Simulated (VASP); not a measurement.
Input of a VASP 6.6.1 run:

File INCAR:

```
PREC = Accurate
ENCUT = 600
EDIFF = 1E-6
ISMEAR = 0
SIGMA = 0.1
LREAL = F
LASPH = T
NELM = 60
ALGO = Normal
ISIF = 3
LWAVE = F
LCHARG = F
GGA = PE
IBRION = 2
NSW = 100
EDIFFG = -0.01
```

File KPOINTS:

```
Automatic mesh
0
Gamma
  12 12 6
```

The input POSCAR:

```
Zr2ZnN2
1.0
    3.4028702141      0.0000000000      0.0000000000
    0.0000000000      3.4028702141      0.0000000000
    0.0000000000      0.0000000000      6.5408343765
Zr Zn N
2 1 2
Direct
    0.5000000000      0.5000000000      0.2872827621
    0.5000000000      0.5000000000      0.7127172379
    0.0000000000      0.0000000000      0.0000000000
    0.0000000000      0.5000000000      0.5000000000
    0.5000000000      0.0000000000      0.5000000000
```

Potentials or basis: VASP PAW PBE potentials, release 64 (Zr_sv, Zn, N).

Launch:

```console
$ cat potpaw_PBE.64/Zr_sv/POTCAR potpaw_PBE.64/Zn/POTCAR potpaw_PBE.64/N/POTCAR > POTCAR
$ mpirun -np 1 vasp_std > vasp.out
```

Task: Estimate the band gap on the k mesh.

Result: Zero (band 23 reaches 7.37 eV, above the bottom of band 24 at 6.14 eV).

Task: What does it give for the relaxed cell?

Result: a = 3.407 Å, b = 3.407 Å, c = 6.542 Å, α = 90.00°, β = 90.00°, γ = 90.00°.

Task: Predict the relaxed volume.

Result: 15.19 Å³/atom.

Task: Estimate the space group after relaxing (to 0.05 Å).

Result: P4/mmm (No. 123).

Final structure:
```yaml
crystal:
  lattice:
    - [3.40737, 0.00000, 0.00000]
    - [0.00000, 3.40737, 0.00000]
    - [0.00000, 0.00000, 6.54240]
  atoms:
    - { symbol: Zr, position: [0.50000, 0.50000, 0.28771] }
    - { symbol: Zr, position: [0.50000, 0.50000, 0.71229] }
    - { symbol: Zn, position: [0.00000, 0.00000, 0.00000] }
    - { symbol: N, position: [0.00000, 0.50000, 0.50000] }
    - { symbol: N, position: [0.50000, 0.00000, 0.50000] }
```
